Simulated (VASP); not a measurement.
Wanted: the native input for a VASP 6.6.1 run.

```
Task                   : single point
Functional             : PBE
Potentials or basis    : VASP PAW PBE potentials, release 64 (Yb)
Cutoff                 : 520 eV
k mesh                 : 14 × 14 × 14
Occupations            : gaussian, width 0.15 eV
Spin                   : no spin polarisation
Dipole correction      : no
Further INCAR settings : ALGO = Fast; EDIFF = 1e-06; NBANDS = 18
```

The structure of Yb lies in POSCAR:

```
Yb
1.0
    0.0000000000      2.6117894455      2.8990862845
    2.6117894455      0.0000000000      2.8990862845
    2.6117894455      2.6117894455      0.0000000000
Yb
1
Direct
    0.0000000000      0.0000000000      0.0000000000
```

This cell differs from its parent crystal: engineering shear strain xz +0.0000, normal strain along z +0.1100.

These files were run (other wordings do the same):

INCAR

```
ALGO = Fast
EDIFF = 1E-6
ENCUT = 520
GGA = PE
ISIF = 2
ISMEAR = 0
LASPH = True
LCHARG = False
LREAL = False
LWAVE = False
NBANDS = 18
NELM = 60
PREC = Accurate
SIGMA = 0.15
```

KPOINTS

```
k-points
0
Gamma
  14 14 14
```

Potentials or basis: VASP PAW PBE potentials, release 64 (Yb).

Command:

```console
$ cat potpaw_PBE.64/Yb/POTCAR > POTCAR
$ mpirun -np 1 vasp_std > vasp.out
```

Results of the run:

The pressure is -2.1 GPa and the band gap on the k mesh is zero (band 12 reaches 1.36 eV, above the bottom of band 13 at 1.25 eV).

Caveat: the cell differs from its parent crystal (engineering shear strain xz +0.0000, normal strain along z +0.1100); spin-orbit coupling is left out, which moves the levels of the heavy elements.

It took 6.7 min on 1 thread of Intel(R) Xeon(R) Platinum 8488C (Sapphire Rapids) (shared host), peak memory 0.32 GiB.
